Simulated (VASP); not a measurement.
Write the native input for VASP 6.6.1 that does the following.

| Item | Value |
| --- | --- |
| Task | relaxation of cell and atoms |
| Functional | PBE |
| Potentials or basis | VASP PAW PBE potentials, release 64 (Be, Te) |
| Cutoff | 600 eV |
| k mesh | 6 × 6 × 6 |
| Occupations | gaussian, width 0.1 eV |
| Spin | no spin polarisation |
| Dipole correction | no |
| Further INCAR settings | ALGO = Normal; EDIFF = 1e-06; IBRION = 2; EDIFFG = -0.04; NSW = 90; ISIF = 3 |

The structure of BeTe lies in POSCAR:

```
BeTe
1.0
   -2.0122769900      2.2905059000      2.4161685500
    2.0122769900     -2.2905059000      2.4161685500
    2.0122769900      2.2905059000     -2.4161685500
Be Te
1 1
Direct
    0.5000000000      0.0000000000      0.5000000000
    0.0000000000      0.0000000000      0.0000000000
```

These files were run (other wordings do the same):

INCAR

```
PREC = Accurate ; ENCUT = 600
EDIFF = 1E-6 ; ISMEAR = 0
SIGMA = 0.1 ; LREAL = F
LASPH = T ; NELM = 60
ALGO = Normal ; ISIF = 3
LWAVE = F ; LCHARG = F
GGA = PE ; IBRION = 2
NSW = 90 ; EDIFFG = -0.04
```

KPOINTS

```
regular mesh
0
Gamma
  6 6 6
```

Potentials or basis: VASP PAW PBE potentials, release 64 (Be, Te).

Command:

```bash
$ cat potpaw_PBE.64/Be/POTCAR potpaw_PBE.64/Te/POTCAR > POTCAR
$ mpirun -np 1 vasp_std > vasp.out
```

Results of the run:

```json
{
 "Relaxed volume": "19.24 Å³/atom",
 "Relaxed cell": "a = 3.783 Å, b = 3.783 Å, c = 3.783 Å, α = 119.61°, β = 90.58°, γ = 119.72°",
 "Space group after relaxing (to 0.05 Å)": "I4/mmm (No. 139)",
 "Energy gained by relaxing": "294.3 meV/atom",
 "Ionic steps": "13",
 "Pressure after relaxing": "0.0 GPa",
 "Band gap on the k mesh": "zero (band 4 reaches 7.55 eV, above the bottom of band 5 at 6.27 eV)"
}
```

Caveat: spin-orbit coupling is left out, which moves the levels of the heavy elements.

Run time: 54 s on 1 thread of Intel(R) Xeon(R) 6975P-C (Granite Rapids), on a shared host, peak memory 0.2 GiB.
